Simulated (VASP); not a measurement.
# Ti (P6_3/mmc) in VASP: notebook, part 2 of 3

VASP 6.6.1.

## Step 3: Single point, PBE

INCAR reads:

```
PREC = Accurate
ENCUT = 520
EDIFF = 1E-6
ISMEAR = -1
SIGMA = 0.05
LREAL = False
LASPH = True
NELM = 60
ALGO = Normal
ISIF = 2
LWAVE = False
LCHARG = False
GGA = PE
NBANDS = 19
```

KPOINTS reads:

```
regular mesh
0
Gamma
  13 13 7
```

POSCAR reads:

```
Ti
1.0
    1.4699736186     -2.5460689932      0.0000000000
    1.4699736186      2.5460689933      0.0000000000
    0.0000000000      0.0000000000      4.6478695191
Ti
2
Direct
    0.6666666670      0.3333333330      0.2500000000
    0.3333333330      0.6666666670      0.7500000000
```

Potentials or basis: VASP PAW PBE potentials, release 64 (Ti_sv).

Command:

```bash
$ cat potpaw_PBE.64/Ti_sv/POTCAR > POTCAR
$ mpirun -np 1 vasp_std > vasp.out
```

OUTCAR:

```text
PREC = Accurate
   ENCUT = 520
   EDIFF = 1E-6
   ISMEAR = -1
   LREAL = False
   LASPH = True
   NELM = 60
   ISIF = 2
   GGA = PE

 ion  position               nearest neighbor table
   1  0.667  0.333  0.250-   2 2.88   2 2.88   2 2.88   2 2.88   2 2.88   2 2.88
   2  0.333  0.667  0.750-   1 2.88   1 2.88   1 2.88   1 2.88   1 2.88   1 2.88

  LATTYP: Found a hexagonal cell.
 ALAT       =     2.9399472372
 C/A-ratio  =     1.5809363720

  Lattice vectors:

 A1 = (   1.4699736186,  -2.5460689932,   0.0000000000)
 A2 = (   1.4699736186,   2.5460689933,   0.0000000000)
 A3 = (   0.0000000000,   0.0000000000,   4.6478695191)

Analysis of symmetry for initial positions (statically):
=====================================================================
 Subroutine PRICEL returns:
 Original cell was already a primitive cell.

 Routine SETGRP: Setting up the symmetry group for a
 hexagonal supercell.

 Subroutine GETGRP returns: Found 24 space group operations
 (whereof 12 operations were pure point group operations)
 out of a pool of 24 trial point group operations.

The static configuration has the point symmetry D_3d.
 The point group associated with its full space group is D_6h.

Analysis of symmetry for dynamics (positions and initial velocities):
=====================================================================
 Subroutine PRICEL returns:
 Original cell was already a primitive cell.

 Routine SETGRP: Setting up the symmetry group for a
 hexagonal supercell.

 Subroutine GETGRP returns: Found 24 space group operations
 (whereof 12 operations were pure point group operations)
 out of a pool of 24 trial point group operations.

The dynamic configuration has the point symmetry D_3d.
 The point group associated with its full space group is D_6h.

 Subroutine INISYM returns: Found 24 space group operations
 (whereof 12 operations are pure point group operations),
 and found     1 'primitive' translations

----------------------------------------------------------------------------------------

                                     Primitive cell

  volume of cell :      34.7907

  direct lattice vectors                    reciprocal lattice vectors
     1.469973619 -2.546068993  0.000000000     0.340142159 -0.196381167  0.000000000
     1.469973619  2.546068993  0.000000000     0.340142159  0.196381167  0.000000000
     0.000000000  0.000000000  4.647869519     0.000000000  0.000000000  0.215152339

  length of vectors
     2.939947237  2.939947237  4.647869519     0.392762334  0.392762334  0.215152339

  position of ions in fractional coordinates (direct lattice)
     0.666666667  0.333333333  0.250000000
     0.333333333  0.666666667  0.750000000

  ion indices of the primitive-cell ions
   primitive index   ion index
                 1           1
                 2           2

----------------------------------------------------------------------------------------

 KPOINTS: regular mesh

Automatic generation of k-mesh.
 Grid dimensions read from file:
 generate k-points for:   13   13    7

 Generating k-lattice:

  Cartesian coordinates                     Fractional coordinates (reciprocal lattice)
     0.026164781 -0.015106244  0.000000000     0.076923077  0.000000000  0.000000000
     0.026164781  0.015106244  0.000000000     0.000000000  0.076923077  0.000000000
     0.000000000  0.000000000  0.030736048     0.000000000  0.000000000  0.142857143

  Length of vectors
     0.030212487  0.030212487  0.030736048

  Shift w.r.t. Gamma in fractional coordinates (k-lattice)
     0.000000000  0.000000000  0.000000000

 Subroutine IBZKPT returns following result:
 ===========================================

 Found     84 irreducible k-points:

 Following reciprocal coordinates:
            Coordinates               Weight
  0.000000  0.000000  0.000000      1.000000
  0.076923  0.000000  0.000000      6.000000
  0.153846  0.000000  0.000000      6.000000
  0.230769  0.000000  0.000000      6.000000
  0.307692  0.000000  0.000000      6.000000
  0.384615  0.000000  0.000000      6.000000
[... 16 lines left out ...]
  0.076923  0.000000  0.142857     12.000000
  0.153846  0.000000  0.142857     12.000000
 [... further k-points ...]
   k-points           NKPTS =     84   k-points in BZ     NKDIM =     84   number of bands    NBANDS=     19
   number of dos      NEDOS =    301   number of ions     NIONS =      2
   total plane-waves  NPLWV =  20736
   dimension x,y,z NGX =    24 NGY =   24 NGZ =   36
   dimension x,y,z NGXF=    48 NGYF=   48 NGZF=   72
   ions per type =               2
   NGX,Y,Z   is equivalent  to a cutoff of  13.57, 13.57, 12.88 a.u.
   NGXF,Y,Z  is equivalent  to a cutoff of  27.14, 27.14, 25.75 a.u.
 SYSTEM =  unknown system
   PREC   = accura    normal or accurate (medium, high low for compatibility)
   ISTART =      0    job   : 0-new  1-cont  2-samecut
   ICHARG =      2    charge: 1-file 2-atom 10-const
   ISPIN  =      1    spin polarized calculation?
   LNONCOLLINEAR =      F non collinear calculations
   LSORBIT =      F    spin-orbit coupling
   LASPH  =      T    aspherical Exc in radial PAW
   ENCUT  =  520.0 eV  38.22 Ry    6.18 a.u.   5.47  5.47  8.64*2*pi/ulx,y,z
   NELM   =     60;   NELMIN=  2; NELMDL= -5     # of ELM steps
   EDIFF  = 0.1E-05   stopping-criterion for ELM
   LREAL  =      F    real-space projection
   EDIFFG = 0.1E-04   stopping-criterion for IOM
   NSW    =      0    number of steps for IOM
   IBRION =     -1    ionic relax: 0-MD 1-quasi-New 2-CG
   NFREE  =      0    steps in history (QN), initial steepest desc. (CG)
   ISIF   =      2    stress and relaxation
   ISYM   =      2    0-nonsym 1-usesym 2-fastsym
   POTIM  = 0.5000    time-step for ionic-motion
   TEBEG  =    0.0;   TEEND  =   0.0 temperature during run
   PSTRESS=    0.0 pullay stress
   NELECT =      24.0000    total number of electrons
   NUPDOWN=      -1.0000    fix difference up-down
   EMIN   =  10.00;   EMAX   =-10.00  energy-range for DOS
   EFERMI =   0.00;   METHOD = LEGACY
   ISMEAR =    -1;   SIGMA  =   0.05  broadening in eV -4-tet -1-fermi 0-gaus
   EFERMI_NEDOS =   21; number of points for ismear=-14 and -15
   IALGO  =     38    algorithm
   IMIX   =      4    mixing-type and parameters
     AMIX     =   0.40;   BMIX     =  1.00
     AMIX_MAG =   1.60;   BMIX_MAG =  1.00
  volume/ion in A,a.u.               =      17.40       117.39
  Fermi-wavevector in a.u.,A,eV,Ry     =   1.446519  2.733524 28.469050  2.092416
  Thomas-Fermi vector in A             =   2.564578
   LORBIT       =      0    0 simple, 1 ext, 2 COOP (PROOUT), +10 PAW based schemes
   GGA     = PE    functional components
   LHFCALC =     F    Hartree Fock is set to
   AEXX    =    0.0000 exact exchange contribution
   IVDW    =     0    specifies the selected vdW correction
   LEPSILON=     F    determine dielectric tensor
   LRPA    =     F    only Hartree local field effects (RPA)
 non-spin polarized calculation
  energy-cutoff  :      520.00
  volume of cell :       34.79
 maximum number of plane-waves:       965
 NGX is ok and might be reduce to    24
   NGX = 11   NGY = 11   NGZ = 17

 number of electron      24.0000002 magnetization

 Free energy of the ion-electron system (eV)
  ---------------------------------------------------
  ext. energy  EPLUGINS =         0.00000000
  ---------------------------------------------------
  free energy    TOTEN  =       -15.67990017 eV

  energy without entropy =      -15.66180300  energy(sigma->0) =      -15.67085159

 E-fermi :   8.3266     XC(G=0): -11.4901

 val. band max:        8.3212630782   @ k =   0.0000   0.0000   0.4286
 cond. band min:       8.3295391564   @ k =   0.0769   0.0769   0.4286
 fundamental gap:      0.0082760782
 Fermi energy:         8.3265507230

 k-point     1 :       0.0000    0.0000    0.0000
  band No.  band energies     occupation
      1     -48.5446      2.00000
      2     -48.4078      2.00000
      3     -25.1319      2.00000
      4     -24.4919      2.00000
      5     -24.4919      2.00000
      6     -24.4251      2.00000
[... 11 lines left out ...]
     18       9.9308      0.00000
     19      11.4636      0.00000
[... 485 lines left out ...]
 k-point    24 :       0.1538    0.0000    0.1429
  band No.  band energies     occupation
      1     -48.5165      2.00000
      2     -48.4058      2.00000
      3     -25.0551      2.00000
      4     -24.5837      2.00000
      5     -24.5313      2.00000
      6     -24.5186      2.00000
[... 11 lines left out ...]
     18      10.1043      0.00000
     19      11.5997      0.00000

 [... further k-points ...]

------------------------ aborting loop because EDIFF is reached ----------------------------------------

  FORCE on cell =-STRESS in cart. coord.  units (eV):
  Direction    XX          YY          ZZ          XY          YZ          ZX
  --------------------------------------------------------------------------------------
  -------------------------------------------------------------------------------------
  Total       -0.0631397     -0.0631397     -0.0246404     -0.0000000      0.0000000     -0.0000000
  in kB       -2.9076978     -2.9076978     -1.1347360     -0.0000000      0.0000000     -0.0000000
  external PRESSURE =      -2.3167105 kB  Pullay stress =       0.0000000 kB

 VOLUME and BASIS-vectors are now :
 -----------------------------------------------------------------------------
  energy-cutoff  :      520.00
  volume of cell :       34.79
      direct lattice vectors                 reciprocal lattice vectors
     1.469973619 -2.546068993  0.000000000     0.340142159 -0.196381167  0.000000000
     1.469973619  2.546068993  0.000000000     0.340142159  0.196381167  0.000000000
     0.000000000  0.000000000  4.647869519     0.000000000  0.000000000  0.215152339

 POSITION                                       TOTAL-FORCE (eV/Angst)
 -----------------------------------------------------------------------------------
      1.46997     -0.84869      1.16197        -0.000000      0.000000      0.000000
      1.46997      0.84869      3.48590         0.000000     -0.000000      0.000000
 -----------------------------------------------------------------------------------
    total drift:                                0.000000      0.000001     -0.000000

  FREE ENERGIE OF THE ION-ELECTRON SYSTEM (eV)
  ---------------------------------------------------
  free  energy   TOTEN  =       -15.6799001716 eV

  energy  without entropy=      -15.6618029986  energy(sigma->0) =      -15.67085159
```

OSZICAR:

```text
N       E                     dE             d eps       ncg     rms          rms(c)
DAV:   1     0.262358516588E+03    0.26236E+03   -0.13032E+04  3192   0.158E+03
DAV:   2     0.125755262540E+02   -0.24978E+03   -0.24567E+03  3284   0.441E+02
DAV:   3    -0.164974767832E+02   -0.29073E+02   -0.28739E+02  6037   0.124E+02
DAV:   4    -0.177062070093E+02   -0.12087E+01   -0.12075E+01  3682   0.263E+01
DAV:   5    -0.177660498566E+02   -0.59843E-01   -0.59837E-01  4775   0.411E+00    0.118E+01
DAV:   6    -0.156772830036E+02    0.20888E+01   -0.76215E+00  3712   0.276E+01    0.296E+00
DAV:   7    -0.156610484430E+02    0.16235E-01   -0.69761E-01  4805   0.610E+00    0.206E+00
DAV:   8    -0.156871231940E+02   -0.26075E-01   -0.19761E-01  3466   0.509E+00    0.690E-01
DAV:   9    -0.156794846593E+02    0.76385E-02   -0.42935E-02  3614   0.211E+00    0.702E-02
DAV:  10    -0.156798773956E+02   -0.39274E-03   -0.31137E-03  4602   0.332E-01    0.777E-02
DAV:  11    -0.156799113834E+02   -0.33988E-04   -0.10490E-04  3964   0.725E-02    0.382E-02
DAV:  12    -0.156798998321E+02    0.11551E-04   -0.35072E-05  3481   0.520E-02    0.307E-03
DAV:  13    -0.156799001716E+02   -0.33959E-06   -0.10923E-06  2403   0.887E-03
   1 F= -.15679900E+02 E0= -.15670852E+02  d E =-.180972E-01
```

stdout:

```text
POSCAR found type information on POSCAR Ti
 POSCAR found :  1 types and       2 ions
 scaLAPACK will be used
 LDA part: xc-table for (Slater+PW92), standard interpolation
 POSCAR, INCAR and KPOINTS ok, starting setup
 FFT: planning ... GRIDC
 FFT: planning ... GRID_SOFT
 FFT: planning ... GRID
 WAVECAR not read
 entering main loop
```

It took 71 s on 1 thread of Intel Xeon 8259CL, shared host; peak memory 0.18 GiB.

What came out:

- Free energy: -15.6799 eV
- Pressure: -0.2 GPa
- Band gap on the k mesh: zero (band 12 reaches 9.09 eV, above the bottom of band 13 at 7.99 eV)

Levels at points of the mesh, in eV from the Fermi level:
```csv
k point,band 8,band 9,band 10,band 11,band 12,band 13,band 14,band 15,band 16,band 17
"(0.00, 0.00, 0.00)",-32.72,-6.21,-2.69,0.76,0.76,0.78,0.89,1.26,1.26,1.60
```

## Step 4: Single point, PBE

INCAR: that of step 3 with these lines changed.

```diff
@@ -7,3 +7,3 @@
 LASPH = True
-NELM = 60
+NELM = 80
 ALGO = Normal
```

KPOINTS reads:

```
Automatic mesh
0
Gamma
  17 17 9
```

POSCAR reads:

```
Ti
1.0
    2.9399472372      0.0000000000      0.0000000000
   -1.4699736186      2.5460689932      0.0000000000
    0.0000000000      0.0000000000      4.6478695191
Ti
2
Direct
    0.3333333333      0.6666666667      0.2500000000
    0.6666666667      0.3333333333      0.7500000000
```

Potentials or basis: VASP PAW PBE potentials, release 64 (Ti_sv).

Command:

```bash
$ cat potpaw_PBE.64/Ti_sv/POTCAR > POTCAR
$ mpirun -np 1 vasp_std > vasp.out
```

OUTCAR:

```text
PREC = Accurate
   ENCUT = 520
   EDIFF = 1E-6
   ISMEAR = -1
   LREAL = False
   LASPH = True
   NELM = 80
   ISIF = 2
   GGA = PE

 ion  position               nearest neighbor table
   1  0.333  0.667  0.250-   2 2.88   2 2.88   2 2.88   2 2.88   2 2.88   2 2.88
   2  0.667  0.333  0.750-   1 2.88   1 2.88   1 2.88   1 2.88   1 2.88   1 2.88

  LATTYP: Found a hexagonal cell.
 ALAT       =     2.9399472372
 C/A-ratio  =     1.5809363720

  Lattice vectors:

 A1 = (   2.9399472372,   0.0000000000,   0.0000000000)
 A2 = (  -1.4699736186,   2.5460689932,   0.0000000000)
 A3 = (   0.0000000000,   0.0000000000,   4.6478695191)

Analysis of symmetry for initial positions (statically):
=====================================================================
 Subroutine PRICEL returns:
 Original cell was already a primitive cell.

 Routine SETGRP: Setting up the symmetry group for a
 hexagonal supercell.

 Subroutine GETGRP returns: Found 24 space group operations
 (whereof 12 operations were pure point group operations)
 out of a pool of 24 trial point group operations.

The static configuration has the point symmetry D_3d.
[... 159 lines left out ...]
  free energy    TOTEN  =       -15.68060154 eV

  energy without entropy =      -15.66367723  energy(sigma->0) =      -15.67213939

 E-fermi :   8.3225     XC(G=0): -11.4901

 val. band max:        8.3188683991   @ k =   0.3529   0.1765   0.3333
 cond. band min:       8.3255645004   @ k =   0.2353   0.2353   0.4444
 fundamental gap:      0.0066961013
 Fermi energy:         8.3225287081

 k-point     1 :       0.0000    0.0000    0.0000
  band No.  band energies     occupation
      1     -48.5443      2.00000
      2     -48.4075      2.00000
      3     -25.1315      2.00000
      4     -24.4917      2.00000
      5     -24.4917      2.00000
      6     -24.4246      2.00000
[... 505 lines left out ...]
      6     -24.5725      2.00000
[... 11 lines left out ...]
     18      11.2556      0.00000
     19      11.7091      0.00000

 [... further k-points ...]

------------------------ aborting loop because EDIFF is reached ----------------------------------------

  FORCE on cell =-STRESS in cart. coord.  units (eV):
  Direction    XX          YY          ZZ          XY          YZ          ZX
  --------------------------------------------------------------------------------------
  -------------------------------------------------------------------------------------
  Total       -0.0552968     -0.0552968     -0.0513582      0.0000000     -0.0000000      0.0000000
  in kB       -2.5465206     -2.5465206     -2.3651403      0.0000000     -0.0000000      0.0000000
  external PRESSURE =      -2.4860605 kB  Pullay stress =       0.0000000 kB

 VOLUME and BASIS-vectors are now :
 -----------------------------------------------------------------------------
  energy-cutoff  :      520.00
  volume of cell :       34.79
      direct lattice vectors                 reciprocal lattice vectors
     2.939947237  0.000000000  0.000000000     0.340142159  0.196381167  0.000000000
    -1.469973619  2.546068993  0.000000000     0.000000000  0.392762334  0.000000000
     0.000000000  0.000000000  4.647869519     0.000000000  0.000000000  0.215152339

 POSITION                                       TOTAL-FORCE (eV/Angst)
 -----------------------------------------------------------------------------------
     -0.00000      1.69738      1.16197        -0.000000     -0.000000      0.000000
      1.46997      0.84869      3.48590         0.000000      0.000000      0.000000
 -----------------------------------------------------------------------------------
    total drift:                               -0.000000      0.000000     -0.000000

  FREE ENERGIE OF THE ION-ELECTRON SYSTEM (eV)
  ---------------------------------------------------
  free  energy   TOTEN  =       -15.6806015395 eV

  energy  without entropy=      -15.6636772320  energy(sigma->0) =      -15.67213939
```

OSZICAR:

```text
N       E                     dE             d eps       ncg     rms          rms(c)
DAV:   1     0.264658050436E+03    0.26466E+03   -0.13038E+04  6278   0.158E+03
DAV:   2     0.127173664846E+02   -0.25194E+03   -0.24789E+03  6440   0.443E+02
DAV:   3    -0.163007598409E+02   -0.29018E+02   -0.28687E+02 11551   0.124E+02
DAV:   4    -0.177045960575E+02   -0.14038E+01   -0.14002E+01  7387   0.272E+01
DAV:   5    -0.177674646749E+02   -0.62869E-01   -0.62861E-01  9156   0.423E+00    0.118E+01
DAV:   6    -0.156772991713E+02    0.20902E+01   -0.76205E+00  7291   0.277E+01    0.296E+00
DAV:   7    -0.156618337189E+02    0.15465E-01   -0.69398E-01  9481   0.608E+00    0.207E+00
DAV:   8    -0.156881002522E+02   -0.26267E-01   -0.19888E-01  6808   0.513E+00    0.706E-01
DAV:   9    -0.156801724888E+02    0.79278E-02   -0.44230E-02  7129   0.214E+00    0.692E-02
DAV:  10    -0.156805798705E+02   -0.40738E-03   -0.32372E-03  9028   0.336E-01    0.760E-02
DAV:  11    -0.156806137670E+02   -0.33897E-04   -0.10660E-04  7993   0.723E-02    0.383E-02
DAV:  12    -0.156806009450E+02    0.12822E-04   -0.40248E-05  6831   0.545E-02    0.227E-03
DAV:  13    -0.156806015395E+02   -0.59450E-06   -0.10099E-06  4710   0.873E-03
   1 F= -.15680602E+02 E0= -.15672139E+02  d E =-.169243E-01
```

stdout:

```text
POSCAR found type information on POSCAR Ti
 POSCAR found :  1 types and       2 ions
 scaLAPACK will be used
 LDA part: xc-table for (Slater+PW92), standard interpolation
 POSCAR, INCAR and KPOINTS ok, starting setup
 FFT: planning ... GRIDC
 FFT: planning ... GRID_SOFT
 FFT: planning ... GRID
 WAVECAR not read
 entering main loop
```

Run time: 1.9 min. Hardware: 1 thread of Intel Xeon 8259CL, shared host; peak memory 0.22 GiB.

Results:

```yaml
Free_energy: -15.6806 eV
Pressure: -0.2 GPa
Band_gap_on_the_k_mesh: zero (band 12 reaches 9.09 eV, above the bottom of band 13 at 8.02 eV)
```

[end of part 2 of 3]
